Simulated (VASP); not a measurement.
Set up this calculation in VASP 6.6.1, as the native input.

```yaml
Task: single point
Functional: PBE
Potentials_or_basis: VASP PAW PBE potentials, release 64 (Ta_pv, N)
Cutoff: 520 eV
k_mesh: 8 × 8 × 8
Occupations: gaussian, width 0.1 eV
Spin: no spin polarisation
Dipole_correction: no
Further_INCAR_settings: ALGO = Normal; EDIFF = 1e-06; NBANDS = 15
```

The structure of TaN lies in POSCAR:

```
TaN
1.0
    0.0000000000      2.1790000000      2.1790000000
    2.1790000000      0.0000000000      2.1790000000
    2.1790000000      2.1790000000      0.0000000000
Ta N
1 1
Direct
    0.5000000000      0.5000000000      0.5000000000
    0.0000000000      0.0000000000      0.0000000000
```

One way to write it, as run:

INCAR

```
SYSTEM = TaN
PREC     = Accurate       ! precision mode
ENCUT    = 520            ! plane-wave cutoff, eV
EDIFF    = 1E-6           ! SCF threshold, eV
ISMEAR   = 0              ! smearing method
SIGMA    = 0.1            ! smearing width, eV
LREAL    = .FALSE.        ! projectors in reciprocal space
LASPH    = .TRUE.         ! aspherical terms in the spheres
NELM     = 80             ! most SCF steps
ALGO     = Normal         ! electronic algorithm
ISIF     = 2              ! what is computed and relaxed
LWAVE    = .FALSE.        ! write WAVECAR
LCHARG   = .FALSE.        ! write CHGCAR
GGA      = PE             ! functional
NBANDS   = 15             ! bands
```

KPOINTS

```
regular mesh
0
G
  8 8 8
  0 0 0
```

Potentials or basis: VASP PAW PBE potentials, release 64 (Ta_pv, N).

Command:

```bash
$ cat potpaw_PBE.64/Ta_pv/POTCAR potpaw_PBE.64/N/POTCAR > POTCAR
$ mpirun -np 1 vasp_std > vasp.out
```

It gave:

* Pressure: 15.7 GPa
* Band gap on the k mesh: zero (band 8 reaches 11.85 eV, above the bottom of band 9 at 7.68 eV)

Caveat: spin-orbit coupling is left out, which moves the levels of the heavy elements.

It took 3.7 s on 1 thread of Intel(R) Xeon(R) 6975P-C (Granite Rapids), on a shared host, peak memory 0.14 GiB.
